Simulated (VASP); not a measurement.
Runs of VASP 6.6.1 on TiO2 (fluorite type). The structure is that of space group Fm-3m (No. 225), or close to it. The cells are those of the table. 

```tsv
cell	gap on the mesh (eV)	pressure (GPa)
a = 3.358 Å, angles 60.0°, 3 atoms	(a)	10.0
a = 3.461 Å, angles 60.0°, 3 atoms	(c)	-13.8
a = 3.322 Å, angles 60.0°, 3 atoms	1.61	20.9
a = 3.393 Å, angles 60.0°, 3 atoms	(b)	0.8
a = 3.427 Å, angles 60.0°, 3 atoms	1.51	-7.1
```

Alike in all rows: task single point; level r2SCAN; potentials or basis VASP PAW PBE potentials, release 64 (Ti_sv, O); no spin polarisation; k mesh 12 × 12 × 12; cutoff (eV) 520; smearing fermi-dirac 0.1 eV.

**Question.** Fill in the values left out.

**Answer.** (a) 1.58; (b) 1.54; (c) 1.47.

Caveats: the PAW data sets were made with another functional, which shifts forces and pressure a little.

A k mesh can miss the band edges.
